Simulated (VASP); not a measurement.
Here is a VASP 6.6.1 calculation.

INCAR

```
SYSTEM = Ti6C
PREC = Accurate
ENCUT = 520
EDIFF = 1E-6
ISMEAR = 0
SIGMA = 0.1
LREAL = .False.
LASPH = .True.
NELM = 100
ALGO = Normal
ISIF = 2
LWAVE = .False.
LCHARG = .False.
LDIPOL = .True.
IDIPOL = 3
DIPOL = 0.5 0.5 0.334
GGA = PE
NBANDS = 47
```

The input KPOINTS:

```
regular mesh
0
Gamma
  6 6 1
  0 0 0
```

POSCAR

```
Ti6C
1.0
    4.6037402166      0.0000000000      0.0000000000
   -2.3018701083      3.9869559800      0.0000000000
    0.0000000000      0.0000000000     19.9968207969
Ti C
6 1
Direct
    0.6666666667      0.3333333333      0.2000317971
    0.3333333333      0.6666666667      0.2470259940
    0.0000000000      0.0000000000      0.2940201911
    0.6666666667      0.3333333333      0.3353091166
    0.3333333333      0.6666666667      0.3717707096
    0.0000000000      0.0000000000      0.4249085834
    0.3333333333      0.6666666667      0.4620518051
```

Potentials or basis: VASP PAW PBE potentials, release 64 (Ti_sv, C).

The run is started by

```console
$ cat potpaw_PBE.64/Ti_sv/POTCAR potpaw_PBE.64/C/POTCAR > POTCAR
$ mpirun -np 1 vasp_std > vasp.out
```

Predict the largest force.

1.580 eV/Å.

What does it give for the band gap on the k mesh?

Zero (band 38 reaches -0.48 eV, above the bottom of band 39 at -0.51 eV).

Forces in eV/Å, atoms in the order of the input:
```
Ti   0.000  0.000  0.383
Ti   0.000  0.000  0.476
Ti   0.000  0.000 -0.767
Ti   0.000  0.000 -0.411
Ti   0.000  0.000 -1.305
Ti   0.000  0.000  1.580
C    0.000  0.000  0.044
```
